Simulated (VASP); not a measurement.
A run of VASP 6.6.1 is set up as follows.

POSCAR

```
Hf
1.0
    0.0000000000      2.3976000000      2.2200000000
    2.3976000000      0.0000000000      2.2200000000
    2.3976000000      2.3976000000      0.0000000000
Hf
1
Direct
    0.0000000000      0.0000000000      0.0000000000
```

File INCAR.step1:

```
SYSTEM = Hf
ALGO = Normal
EDIFF = 1E-4
ENCUT = 520
GGA = PE
ISMEAR = 0
LASPH = .True.
LCHARG = .False.
LREAL = .False.
LWAVE = .True.
NBANDS = 11
NELM = 80
PREC = Accurate
SIGMA = 0.15
```

Contents of INCAR.step2:

```
SYSTEM = Hf
ALGO = Normal
EDIFF = 1E-6
ENCUT = 520
ISIF = 2
ISMEAR = 0
ISTART = 1
LASPH = .True.
LCHARG = .True.
LELF = .True.
LMIXTAU = .True.
LREAL = .False.
LVHAR = .True.
LWAVE = .False.
METAGGA = R2SCAN
NBANDS = 11
NELM = 80
PREC = Accurate
SIGMA = 0.15
```

Contents of KPOINTS:

```
k-points
0
Gamma
  18 18 18
  0 0 0
```

Potentials or basis: VASP PAW PBE potentials, release 64 (Hf_pv).

Run with:

```sh
$ cat potpaw_PBE.64/Hf_pv/POTCAR > POTCAR
$ cp INCAR.step1 INCAR
$ mpirun -np 1 vasp_std > vasp.out
$ cp INCAR.step2 INCAR
$ mpirun -np 1 vasp_std > vasp.out
```

(1) Predict the pressure.

(2) Predict the band gap on the k mesh.

Answers

(1) -11.5 GPa.

(2) zero (bands 5 and 6 overlap by 1.99 eV).

Caveat: the cell differs from its parent crystal (strain +0.080 along x and y, +0.000 along z); the cell stands under tension; the PAW data sets were made with another functional, which shifts forces and pressure a little; spin-orbit coupling is left out, which moves the levels of the heavy elements.
